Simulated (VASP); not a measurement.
# Pt (I4/mmm) in VASP: a series of runs, part 3 of 3

VASP 6.6.1. Earlier steps stand in the parts before.

**5. Single point, PBE**

This run uses another cell than the first one, of the same volume but with other edges.

INCAR

```
SYSTEM = Pt
PREC = Accurate ; ENCUT = 520
EDIFF = 1E-6 ; ISMEAR = 0
SIGMA = 0.15 ; LREAL = .False.
LASPH = .True. ; NELM = 60
ALGO = Fast ; ISIF = 2
LWAVE = .False. ; LCHARG = .True.
GGA = PE ; LELF = .True.
LVHAR = .True. ; NBANDS = 11
```

KPOINTS

```
Automatic mesh
0
Gamma
  24 24 24
  0 0 0
```

POSCAR

```
Pt
1.0
    0.0000000000      2.1269582839      1.6590274614
    2.1269582839      0.0000000000      1.6590274614
    2.1269582839      2.1269582839      0.0000000000
Pt
1
Direct
    0.0000000000      0.0000000000      0.0000000000
```

Potentials or basis: VASP PAW PBE potentials, release 64 (Pt).

Launch:

```sh
> cat potpaw_PBE.64/Pt/POTCAR > POTCAR
> mpirun -np 1 vasp_std > vasp.out
```

OUTCAR:

```text
SYSTEM = Pt
   PREC = Accurate
   ENCUT = 520
   EDIFF = 1E-6
   ISMEAR = 0
   LREAL = .False.
   LASPH = .True.
   NELM = 60
   ISIF = 2
   GGA = PE

 ion  position               nearest neighbor table
   1  0.000  0.000  0.000-

  LATTYP: Found a body centered tetragonal cell.
 ALAT       =     3.0079732517
 C/A-ratio  =     1.1030865786

  Lattice vectors:

 A1 = (   0.0000000000,  -2.1269582839,  -1.6590274614)
 A2 = (   0.0000000000,   2.1269582839,  -1.6590274614)
 A3 = (   2.1269582839,   0.0000000000,   1.6590274614)

[... 508 lines left out ...]
      5      11.4589      0.00798
      6      12.0354      0.00000
      7      18.1397      0.00000
      8      25.0424      0.00000
      9      28.2777      0.00000
     10      34.1672      0.00000
     11      37.3076      0.00000

 [... further k-points ...]
[... 5 lines left out ...]
  --------------------------------------------------------------------------------------
  -------------------------------------------------------------------------------------
  Total        1.0639407      1.0639407      1.6998492      0.0000000     -0.0000000      0.0000000
  in kB      113.5602901    113.5602901    181.4343299      0.0000000     -0.0000000      0.0000000
  external PRESSURE =     136.1849700 kB  Pullay stress =       0.0000000 kB

 VOLUME and BASIS-vectors are now :
 -----------------------------------------------------------------------------
  energy-cutoff  :      520.00
  volume of cell :       15.01
      direct lattice vectors                 reciprocal lattice vectors
     0.000000000  2.126958284  1.659027461    -0.235077483  0.235077483  0.301381389
     2.126958284  0.000000000  1.659027461     0.235077483 -0.235077483  0.301381389
     2.126958284  2.126958284  0.000000000     0.235077483  0.235077483 -0.301381389

 POSITION                                       TOTAL-FORCE (eV/Angst)
 -----------------------------------------------------------------------------------
      0.00000      0.00000      0.00000         0.000000      0.000000     -0.000000
 -----------------------------------------------------------------------------------
    total drift:                               -0.000000     -0.000000      0.000000

  FREE ENERGIE OF THE ION-ELECTRON SYSTEM (eV)
  ---------------------------------------------------
  free  energy   TOTEN  =        -5.9977542591 eV

  energy  without entropy=       -5.9852753532  energy(sigma->0) =       -5.99151481
```

OSZICAR:

```text
N       E                     dE             d eps       ncg     rms          rms(c)
DAV:   1     0.400798411378E+02    0.40080E+02   -0.53648E+03 23834   0.846E+02
DAV:   2    -0.574529776634E+01   -0.45825E+02   -0.43955E+02 26640   0.178E+02
DAV:   3    -0.635423377578E+01   -0.60894E+00   -0.60640E+00 27498   0.194E+01
DAV:   4    -0.635659661921E+01   -0.23628E-02   -0.23627E-02 27044   0.143E+00
DAV:   5    -0.635661514129E+01   -0.18522E-04   -0.18521E-04 27658   0.117E-01    0.128E+01
RMM:   6    -0.603882707407E+01    0.31779E+00   -0.29651E-01 23482   0.468E+00    0.683E+00
RMM:   7    -0.600100775587E+01    0.37819E-01   -0.66773E-02 24750   0.238E+00    0.243E+00
RMM:   8    -0.599795478742E+01    0.30530E-02   -0.79088E-03 25278   0.793E-01    0.525E-01
RMM:   9    -0.599773800354E+01    0.21678E-03   -0.75474E-04 27416   0.240E-01    0.535E-02
RMM:  10    -0.599775151556E+01   -0.13512E-04   -0.11898E-04 27986   0.836E-02    0.499E-02
RMM:  11    -0.599775384808E+01   -0.23325E-05   -0.19241E-05 28176   0.304E-02    0.885E-03
RMM:  12    -0.599775425909E+01   -0.41101E-06   -0.55892E-06 23920   0.178E-02
   1 F= -.59977543E+01 E0= -.59915148E+01  d E =-.124789E-01
```

Run time: 58 s. Hardware: 1 thread of Intel Xeon 6975P-C (Granite Rapids), shared host; peak memory 0.28 GiB.

Results:

* Free energy: -5.9978 eV
* Pressure: 13.6 GPa
* Band gap on the k mesh: zero (bands 5 and 6 overlap by 2.26 eV)

Stress tensor (GPa, compression positive):
```
11.36  0.00  0.00
 0.00 11.36  0.00
 0.00  0.00 18.14
```

Caveat: the cell stands under pressure; spin-orbit coupling is left out, which moves the levels of the heavy elements.

**6. Single point, PBE**

This run uses another cell than the first one, of the same volume but with other edges.

INCAR

```
  ALGO = Fast
  EDIFF = 1E-7
  ENCUT = 520
  GGA = PE
  ISIF = 2
  ISMEAR = 0
  LASPH = True
  LCHARG = False
  LREAL = False
  LWAVE = False
  NBANDS = 11
  NELM = 60
  PREC = Accurate
  SIGMA = 0.15
```

KPOINTS

```
k-points
0
Gamma
  24 24 24
```

POSCAR

```
Pt
1.0
    0.0000000000      1.7939460944      2.3321299227
    1.7939460944      0.0000000000      2.3321299227
    1.7939460944      1.7939460944      0.0000000000
Pt
1
Direct
    0.0000000000      0.0000000000      0.0000000000
```

Potentials or basis: VASP PAW PBE potentials, release 64 (Pt).

Launch:

```sh
> cat potpaw_PBE.64/Pt/POTCAR > POTCAR
> mpirun -np 1 vasp_std > vasp.out
```

Wall time 58 s (1 thread of Intel Xeon 6975P-C (Granite Rapids), shared host); peak memory 0.29 GiB.

The run converged. Its results:

| Property | Result |
| --- | --- |
| Free energy | -5.7462 eV |
| Pressure | 23.4 GPa |
| Band gap on the k mesh | zero (bands 5 and 6 overlap by 4.17 eV) |

Stress tensor (GPa, compression positive):
```
39.26  0.00  0.00
 0.00 39.26  0.00
 0.00  0.00 -8.19
```

Levels at points of the mesh, in eV from the Fermi level:
```
           k point  band 3  band 4  band 5  band 6  band 7  band 8
(0.00, 0.00, 0.00)   -3.74   -2.21   -2.21    0.16   15.76   15.83
(0.50, 0.00, 0.00)   -2.42   -0.19   -0.15    0.33    6.72   12.51
(0.50, 0.50, 0.00)   -0.79    0.43    0.43    0.63    4.97   15.01
(0.50, 0.00, 0.50)   -1.14   -0.48    2.29    3.89    9.99   11.29
```

Caveat: the cell stands under pressure; spin-orbit coupling is left out, which moves the levels of the heavy elements.

**7. Overview**

```tsv
cell	further INCAR settings	gap on the mesh (eV)	pressure (GPa)
a = 3.021, b = 3.021, c = 2.467 Å, angles 65.9, 65.9, 48.2°, 1 atom	ALGO = Fast; EDIFF = 1e-07; NBANDS = 11	none	35.0
a = 2.713, b = 2.713, c = 2.923 Å, angles 57.4, 57.4, 65.2°, 1 atom	ALGO = Fast; EDIFF = 1e-06; NBANDS = 11	none	12.6
a = 2.878, b = 2.878, c = 2.606 Å, angles 63.1, 63.1, 53.8°, 1 atom	ALGO = Fast; EDIFF = 1e-07; NBANDS = 11	none	16.4
a = 2.697, b = 2.697, c = 3.008 Å, angles 56.1, 56.1, 67.8°, 1 atom	ALGO = Fast; EDIFF = 1e-06; NBANDS = 11	none	13.6
a = 2.942, b = 2.942, c = 2.537 Å, angles 64.5, 64.5, 51.1°, 1 atom	ALGO = Fast; EDIFF = 1e-07; NBANDS = 11	none	23.4
```

Alike in all rows: task single point; level PBE; potentials or basis VASP PAW PBE potentials, release 64 (Pt); no spin polarisation; k mesh 24 × 24 × 24; cutoff (eV) 520; smearing gaussian 0.15 eV.

Caveats: the cell stands under pressure; spin-orbit coupling is left out, which moves the levels of the heavy elements.

Total energies depend on the potentials used, so only differences within one code and one set of settings carry meaning.
